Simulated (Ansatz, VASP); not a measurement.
**One calculation of Sb, two programs**

File INCAR:

```
SYSTEM = Sb
PREC = Accurate
ENCUT = 520
EDIFF = 1E-6
ISMEAR = 1
SIGMA = 0.1
LREAL = .FALSE.
LASPH = .TRUE.
NELM = 80
ALGO = Normal
ISIF = 2
LWAVE = .FALSE.
LCHARG = .FALSE.
GGA = CA
NBANDS = 12
```

The input KPOINTS:

```
Automatic mesh
0
G
  9 9 9
  0 0 0
```

The input POSCAR:

```
Sb
1.0
    2.1456002536      1.2387628840      3.6587425366
   -2.1456002536      1.2387628840      3.6587425366
    0.0000000000     -2.4775257680      3.6587425366
Sb
2
Direct
    0.2359371474      0.2359371474      0.2359371474
    0.7640628526      0.7640628526      0.7640628526
```

Input for Ansatz:

```yaml
crystal:
  lattice:
    - [2.1456002536, 1.238762884, 3.6587425366]
    - [-2.1456002536, 1.238762884, 3.6587425366]
    - [0.0, -2.477525768, 3.6587425366]
  atoms:
    - { symbol: Sb, position: [0.2359371474, 0.2359371474, 0.2359371474] }
    - { symbol: Sb, position: [0.7640628526, 0.7640628526, 0.7640628526] }
hamiltonian:
  xc: lda
  pseudopotentials:
    kind: paw
    azcp:
      Sb: "pseudopotentials/Sb.paw.azcp"
basis:
  ecutwfc: 420
  fft_grid_basis: typed
kpoints:
  mp_grid: { grid: [9, 9, 9], shift: [0, 0, 0] }
magnetization:
  spin_polarized: false
scf:
  occupations: { method: methfessel_paxton, width: 0.1 }
  lower_state_search: "off"
output:
  stress: true
```

Alike in both runs: task single point; functional LDA; k mesh 9 × 9 × 9; occupations methfessel-paxton of order 1, width 0.1 eV; no spin polarisation.

|  | VASP | Ansatz |
| --- | --- | --- |
| version | VASP 6.6.1 | Ansatz 0.2.0 |
| potentials or method | VASP PAW LDA potentials, release 64 (Sb), cutoff 520 eV | plane waves (420 eV) with PAW, scalar-relativistic |
| valence electrons in the cell | 10 | 30 |

Ansatz gave:

```
pressure (GPa)                                                : 0.1
traceless stress, the component that is largest in VASP (GPa) : -0.03
```

Problem. What did VASP give for the same quantities?

Solution. Pressure (GPa): 0.4; traceless stress, the component that is largest in VASP (GPa): -0.09.

Ansatz warns that its potentials were made for another functional, while VASP's fit it. LDA's correlation is that of Perdew and Zunger in VASP and of Perdew and Wang (1992) in Ansatz. VASP's potentials hold 10 valence electrons a cell and Ansatz's 30, so a difference there can come from the potentials and not from the codes.

Spin-orbit coupling is off throughout.
